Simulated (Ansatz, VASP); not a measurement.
TiN: VASP beside Ansatz

```
Ti N
1.0
     0.00000    2.19191    2.19191
     2.19191    0.00000    2.19191
     2.19191    2.19191    0.00000
Ti N
1 1
Direct
  0.00000 0.00000 0.00000
  0.50000 0.50000 0.50000
```

Alike in both runs: task single point; functional PBE; k mesh 18 × 18 × 18; occupations gaussian, width 0.1 eV; no spin polarisation.

|  | VASP | Ansatz |
| --- | --- | --- |
| version | VASP 6.6.1 | Ansatz 0.2.0 |
| potentials or method | VASP PAW PBE potentials, release 64 (Ti_sv, N), cutoff 520 eV | scalar-relativistic, plane waves, PAW |
| valence electrons in the cell | 17 | 17 |

Ansatz gave:

```
gap on the k mesh at the Fermi level (eV) : none
pressure (GPa)                            : -21.5
```

Question: Which values does VASP return?

Answer: gap on the k mesh at the Fermi level (eV): none; pressure (GPa): -21.2.

A gap of «none» marks a metal or a gap that the smearing closes. The functional is the same, so the differences come from potentials, cutoffs and numerics.
